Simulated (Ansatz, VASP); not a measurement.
Ru: VASP beside Ansatz

```
Ru
1.0
     2.68948    0.00000    0.00000
    -1.34474    2.32916    0.00000
     0.08504    0.00000    4.25194
Ru
2
Direct
  0.33354 0.66709 0.25000
  0.66646 0.33291 0.75000
```

Change from the starting cell: shear of c along a, cell held, atoms relaxed: +2.0 %.

Alike in both runs: functional PBEsol; k mesh 24 × 24 × 12; occupations gaussian, width 0.1 eV; no spin polarisation.

Ansatz relaxed the structure, and its values are those at the end. VASP's run is a single point on that final structure, the one shown.

|  | VASP | Ansatz |
| --- | --- | --- |
| version | VASP 6.6.1 | Ansatz 0.2.0 |
| potentials or method | VASP PAW PBE potentials, release 64 (Ru_pv), cutoff 500 eV | scalar-relativistic, plane waves, PAW |
| valence electrons in the cell | 28 | 32 |

VASP gave:

* gap on the k mesh at the Fermi level (eV): none
* pressure (GPa): 0.2
* rms of the force components (eV/Å): 0.003

**Question.** Which values does Ansatz return?

**Answer.** gap on the k mesh at the Fermi level (eV): none; pressure (GPa): 0.1; rms of the force components (eV/Å): 0.003.

VASP's potentials were made for PBE, not for PBEsol. A gap of «none» marks a metal or a gap that the smearing closes. VASP's potentials hold 28 valence electrons a cell and Ansatz's 32, so a difference there can come from the potentials and not from the codes. Ansatz's warnings: stress scf threshold loose.
